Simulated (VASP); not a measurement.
Runs of VASP 6.6.1 on BP. The structure is that of space group I-4m2 (No. 119), or close to it. The cells are those of the table. 

| cell | gap on the mesh (eV) | pressure (GPa) |
| --- | --- | --- |
| a = 3.119, b = 3.119, c = 3.602 Å, angles 54.7, 54.7, 70.5°, 2 atoms | none | -4.7 |
| a = 3.268, b = 3.268, c = 3.109 Å, angles 61.6, 61.6, 56.8°, 2 atoms | 0.68 | -0.7 |
| a = 3.335, b = 3.335, c = 3.020 Å, angles 63.1, 63.1, 53.8°, 2 atoms | none | -0.7 |
| a = 3.188, b = 3.188, c = 3.253 Å, angles 59.3, 59.3, 61.3°, 2 atoms | (a) | -0.7 |
| a = 3.144, b = 3.144, c = 3.387 Å, angles 57.4, 57.4, 65.2°, 2 atoms | none | -1.2 |
| a = 3.573, b = 3.573, c = 2.803 Å, angles 66.9, 66.9, 46.2°, 2 atoms | none | -4.3 |
| a = 3.410, b = 3.410, c = 2.940 Å, angles 64.5, 64.5, 51.1°, 2 atoms | none | -0.8 |
| a = 3.126, b = 3.126, c = 3.486 Å, angles 56.1, 56.1, 67.8°, 2 atoms | none | -2.4 |
| a = 3.124, b = 3.124, c = 3.704 Å, angles 53.6, 53.6, 72.7°, 2 atoms | none | -7.0 |
| a = 3.170, b = 3.170, c = 3.299 Å, angles 58.6, 58.6, 62.7°, 2 atoms | (b) | -0.8 |
| a = 3.501, b = 3.501, c = 2.859 Å, angles 65.9, 65.9, 48.2°, 2 atoms | none | (c) |

Alike in all rows: task single point; level r2SCAN; potentials or basis VASP PAW PBE potentials, release 64 (B, P); no spin polarisation; k mesh 12 × 12 × 12; cutoff (eV) 520; smearing gaussian 0.05 eV.

Question: Estimate the missing entries.

Answer: (a) 0.80; (b) 0.16; (c) -1.9.

Caveats: the PAW data sets were made with another functional, which shifts forces and pressure a little; semilocal functionals underestimate gaps, and a narrow one can read as zero (at least some runs); the stress differs along the axes, from -21 to 27 GPa (at least some runs); the stress differs along the axes, from -21 to 10 GPa (at least some runs); the stress differs along the axes, from -44 to 21 GPa (at least some runs); the stress differs along the axes, from -4 to 7 GPa (at least some runs); the stress differs along the axes, from -13 to 22 GPa (at least some runs).

A k mesh can miss the band edges.

A gap of «none» marks levels without a gap at the run's occupations.
